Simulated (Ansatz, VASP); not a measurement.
## GaN in VASP and in Ansatz

```xyz
8
Lattice="3.1900 0.0000 0.0000 -1.5950 2.7626 0.0000 0.0000 0.0000 10.2873" Properties=species:S:1:pos:R:3 pbc="T T T"
Ga    0.0000    0.0000    8.0845
Ga    1.5950    0.9209    0.3842
Ga    0.0000    1.8417    5.5279
Ga    0.0000    0.0000    2.9408
N     0.0000    0.0000    0.9571
N     1.5950    0.9209    3.5362
N     0.0000    0.0000    6.1008
N     0.0000    1.8417    8.6799
```

Alike in both runs: task single point; functional PBEsol; k mesh 10 × 10 × 3; occupations fermi-dirac, width 0.05 eV; no spin polarisation.

|  | VASP | Ansatz |
| --- | --- | --- |
| version | VASP 6.6.1 | Ansatz 0.2.0 |
| potentials or method | VASP PAW PBE potentials, release 64 (Ga_d, N) | Ansatz PAW |
| plane-wave cutoff (eV) | 520 | 420 |
| valence electrons in the cell | 72 | 72 |

|  | VASP | Ansatz | Ansatz less VASP |
| --- | --- | --- | --- |
| gap on the k mesh at the Fermi level (eV) | 0.94 | 0.92 | -0.013 |
| least direct gap on the mesh (eV) | 0.94 | 0.92 | -0.013 |
| pressure (GPa) | -2.9 | -2.7 | +0.19 |
| traceless stress, the component that is largest in VASP (GPa) | 4.92 | 4.86 | -0.061 |
| rms of the force components (eV/Å) | 0.127 | 0.132 | +0.0044 |

VASP's potentials were made for PBE, not for PBEsol. Atom by atom the forces differ by 0.009 eV/Å (rms over components).

Noted on Ansatz's run: odd divisions of the mesh miss points on the zone boundary, where band edges often lie, so the gap on the mesh can be too wide.
